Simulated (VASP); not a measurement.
Runs of VASP 6.6.1 on Hf. The structure is that of space group P6_3/mmc (No. 194), or close to it. The cells are those of the table. 

```csv
task,level,potentials or basis,spin,U,cell,k mesh,cutoff (eV),smearing,grid for exact exchange (PRECFOCK),share of exact exchange,screening parameter,gap on the mesh (eV),pressure (GPa),moment (μB),relaxed volume (Å³/atom)
single point,HSE06,"VASP PAW PBE potentials, release 64 (Hf_pv)",off,-,"a = 3.259, b = 3.259, c = 5.157 Å, angles 90.0, 90.0, 120.0°, 2 atoms",6 × 6 × 4,520,fermi-dirac 0.05 eV,Normal,0.25,0.2079 1/Å,none,-5.9,-,-
single point,HSE06,"VASP PAW PBE potentials, release 64 (Hf_pv)",off,-,"a = 3.197, b = 3.197, c = 5.058 Å, angles 90.0, 90.0, 120.0°, 2 atoms",6 × 6 × 4,520,fermi-dirac 0.05 eV,Normal,0.25,0.2079 1/Å,none,0.3,-,-
single point,LDA,"VASP PAW LDA potentials, release 64 (Hf_pv)",off,-,"a = 3.197, b = 3.197, c = 5.058 Å, angles 90.0, 90.0, 120.0°, 2 atoms",10 × 10 × 5,520,methfessel-paxton 0.2 eV,-,-,-,none,-7.8,-,-
single point,HSE06,"VASP PAW PBE potentials, release 64 (Hf_pv)",off,-,"a = 3.131, b = 3.131, c = 4.955 Å, angles 90.0, 90.0, 120.0°, 2 atoms",6 × 6 × 4,520,fermi-dirac 0.05 eV,Normal,0.25,0.2079 1/Å,none,(a),-,-
relaxation of cell and atoms,PBE-based screened hybrid with 25 % exact exchange,"VASP PAW PBE potentials, release 64 (Hf_pv)",off,-,"relaxed from a = 3.197, b = 3.197, c = 5.058 Å, angles 90.0, 90.0, 120.0°, 2 atoms",5 × 5 × 3,600,fermi-dirac 0.05 eV,Normal,0.25,0.3 1/Å,none,0.0,-,22.15
single point,RPBE,"VASP PAW PBE potentials, release 64 (Hf_pv)",off,-,"a = 3.197, b = 3.197, c = 5.058 Å, angles 90.0, 90.0, 120.0°, 2 atoms",10 × 10 × 5,520,gaussian 0.02 eV,-,-,-,none,3.0,-,-
single point,BLYP+D3(BJ),"VASP PAW PBE potentials, release 64 (Hf_pv)","non-collinear, zero start, SOC",-,"a = 3.197, b = 3.197, c = 5.058 Å, angles 90.0, 90.0, 120.0°, 2 atoms",7 × 7 × 4,520,methfessel-paxton 0.2 eV,-,-,-,-,-5.0,0.00,-
single point,PBE,"VASP PAW PBE potentials, release 64 (Hf_pv)",off,-,"a = 3.197, b = 3.197, c = 5.058 Å, angles 90.0, 90.0, 120.0°, 2 atoms",10 × 10 × 5,520,gaussian 0.05 eV,-,-,-,none,0.3,-,-
single point,LDA,"VASP PAW LDA potentials, release 64 (Hf_pv)",off,-,"a = 3.197, b = 3.197, c = 5.058 Å, angles 90.0, 90.0, 120.0°, 2 atoms",10 × 10 × 5,520,gaussian 0.02 eV,-,-,-,none,(b),-,-
relaxation of cell and atoms,PBEsol-based screened hybrid with 25 % exact exchange,"VASP PAW PBE potentials, release 64 (Hf_pv)",off,-,"relaxed from a = 3.197, b = 3.197, c = 5.058 Å, angles 90.0, 90.0, 120.0°, 2 atoms",5 × 5 × 3,600,fermi-dirac 0.05 eV,Normal,0.25,0.207 1/Å,none,-0.1,-,21.50
single point,RPBE+U,"VASP PAW PBE potentials, release 64 (Hf_pv)","non-collinear, zero start, SOC",Hf d U = 6.2 eV,"a = 3.197, b = 3.197, c = 5.058 Å, angles 90.0, 90.0, 120.0°, 2 atoms",10 × 10 × 5,520,fermi-dirac 0.1 eV,-,-,-,-,(c),0.00,-
```

Q: Estimate the missing entries.

A: (a) 8.0; (b) -7.9; (c) 24.2.

Caveats: some runs use coarse meshes; spin-orbit coupling is left out, which moves the levels of the heavy elements (at least some runs); the PAW data sets were made with another functional, which shifts forces and pressure a little (at least some runs); the cell stands under tension (at least some runs); the dispersion term is far too large for a dense solid, which distorts pressure and volume (at least some runs); the cell stands under pressure (at least some runs); the U is typed as a test and isn't derived for this compound (at least some runs).

A k mesh can miss the band edges, and rows without SOC leave out spin-orbit coupling on Hf.

A gap of «none» marks levels without a gap at the run's occupations.
